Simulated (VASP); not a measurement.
A run of VASP 6.6.1 is set up as follows.

File INCAR:

```
PREC     = Accurate       # precision mode
ENCUT    = 600            # plane-wave cutoff, eV
EDIFF    = 1E-6           # SCF threshold, eV
ISMEAR   = 0              # smearing method
SIGMA    = 0.1            # smearing width, eV
LREAL    = False          # projectors in reciprocal space
LASPH    = True           # aspherical terms in the spheres
NELM     = 60             # most SCF steps
ALGO     = Normal         # electronic algorithm
ISIF     = 3              # what is computed and relaxed
LWAVE    = False          # write WAVECAR
LCHARG   = False          # write CHGCAR
GGA      = PE             # functional
IBRION   = 2              # ionic algorithm
NSW      = 90             # ionic steps
EDIFFG   = -0.04          # ionic threshold
```

KPOINTS

```
regular mesh
0
Gamma
  6 6 4
```

POSCAR

```
LaYN2
1.0
    3.5281802400      0.0000000000      0.0000000000
   -1.7640901200      3.0554937100      0.0000000000
    0.0000000000      0.0000000000      6.1302620200
La Y N
1 1 2
Direct
    0.0000000000      0.0000000000      0.5000000000
    0.0000000000      0.0000000000      0.0000000000
    0.3333333300      0.6666666700      0.7702440000
    0.6666666700      0.3333333300      0.2297560000
```

Potentials or basis: VASP PAW PBE potentials, release 64 (La, Y_sv, N).

Run with:

```bash
$ cat potpaw_PBE.64/La/POTCAR potpaw_PBE.64/Y_sv/POTCAR potpaw_PBE.64/N/POTCAR > POTCAR
$ mpirun -np 1 vasp_std > vasp.out
```

Task: Predict the space group after relaxing (to 0.1 Å).

Result: P-3m1 (No. 164).

Task: Predict the band gap on the k mesh.

Result: 0.07 eV (least direct gap 0.36 eV).

Final structure:
```xyz
4
Lattice="3.5304 0.0000 0.0000 -1.7652 3.0574 0.0000 0.0000 0.0000 6.2221" Properties=species:S:1:pos:R:3 pbc="T T T"
La    0.0000    0.0000    3.1110
Y     0.0000    0.0000    0.0000
N     0.0000    2.0383    4.7559
N     1.7652    1.0191    1.4662
```

Caveat: spin-orbit coupling is left out, which moves the levels of the heavy elements. A k mesh can miss the band edges.
